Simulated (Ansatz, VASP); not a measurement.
## KTaO3: VASP beside Ansatz

File POSCAR:

```
KTaO3
1.0
    4.1098350361      0.0000000000      0.0000000000
    0.0000000000      4.1098350361      0.0000000000
    0.0000000000      0.0000000000      4.1098350361
K Ta O
1 1 3
Direct
    0.0000000000      0.0000000000      0.0000000000
    0.5000000000      0.5000000000      0.5000000000
    0.5000000000      0.5000000000      0.0000000000
    0.5000000000      0.0000000000      0.5000000000
    0.0000000000      0.5000000000      0.5000000000
```

INCAR.step1

```
SYSTEM = KTaO3
PREC     = Accurate       ! precision mode
ENCUT    = 520            ! plane-wave cutoff, eV
ISMEAR   = 0              ! smearing method
SIGMA    = 0.01           ! smearing width, eV
LREAL    = .FALSE.        ! projectors in reciprocal space
LASPH    = .TRUE.         ! aspherical terms in the spheres
NELM     = 80             ! most SCF steps
NBANDS   = 27             ! bands
GGA      = PE             ! functional
ALGO     = Normal         ! electronic algorithm
EDIFF    = 1E-4           ! SCF threshold, eV
LWAVE    = .TRUE.         ! write WAVECAR
LCHARG   = .FALSE.        ! write CHGCAR
```

INCAR.step2

```
SYSTEM = KTaO3
PREC     = Accurate       ! precision mode
ENCUT    = 520            ! plane-wave cutoff, eV
EDIFF    = 1E-7           ! SCF threshold, eV
ISMEAR   = 0              ! smearing method
SIGMA    = 0.01           ! smearing width, eV
LREAL    = .FALSE.        ! projectors in reciprocal space
LASPH    = .TRUE.         ! aspherical terms in the spheres
NELM     = 80             ! most SCF steps
ALGO     = Normal         ! electronic algorithm
ISIF     = 2              ! what is computed and relaxed
LWAVE    = .FALSE.        ! write WAVECAR
LCHARG   = .FALSE.        ! write CHGCAR
METAGGA  = R2SCAN         ! meta-GGA
LMIXTAU  = .TRUE.       
NBANDS   = 27             ! bands
ISTART   = 1
```

Contents of KPOINTS:

```
Automatic mesh
0
G
  6 6 6
  0 0 0
```

Input for Ansatz:

```yaml
crystal:
  lattice:
    - [4.1098350361, 0.0, 0.0]
    - [0.0, 4.1098350361, 0.0]
    - [0.0, 0.0, 4.1098350361]
  atoms:
    - { symbol: K, position: [0.0, 0.0, 0.0] }
    - { symbol: Ta, position: [0.5, 0.5, 0.5] }
    - { symbol: O, position: [0.5, 0.5, 0.0] }
    - { symbol: O, position: [0.5, 0.0, 0.5] }
    - { symbol: O, position: [0.0, 0.5, 0.5] }
kpoints:
  mp_grid: { grid: [6, 6, 6] }
  band_path:
    path: [[0.0, 0.0, 0.0], [0.0, 0.5, 0.0], [0.5, 0.5, 0.0], [0.5, 0.5, 0.5]]
    npoints: 1
hamiltonian:
  xc: r2scan
scf:
  occupations: { method: fixed }
  n_extra_bands: 5
output:
  forces: true
  stress: true
  eigenvalues: true
```

Change from the starting cell: hydrostatic strain +3.0%.

Alike in both runs: task single point; functional r2SCAN; k mesh 6 × 6 × 6; no spin polarisation.

|  | VASP | Ansatz |
| --- | --- | --- |
| version | VASP 6.6.1 | Ansatz 0.2.0 |
| potentials or method | VASP PAW PBE potentials, release 64 (K_sv, Ta_pv, O) | plane waves, PAW |
| plane-wave cutoff (eV) | 520 | 500 |
| occupations | gaussian, width 0.01 eV | fixed |
| valence electrons in the cell | 38 | 40 |

```tsv
	VASP	Ansatz	Ansatz less VASP
gap on the k mesh at the Fermi level (eV)	2.36	2.38	+0.025
pressure (GPa)	-14.7	-15.2	-0.58
```

VASP's potentials were made for PBE, not for r2SCAN. VASP's potentials hold 38 valence electrons a cell and Ansatz's 40, so a difference there can come from the potentials and not from the codes.

Spin-orbit coupling is off throughout.
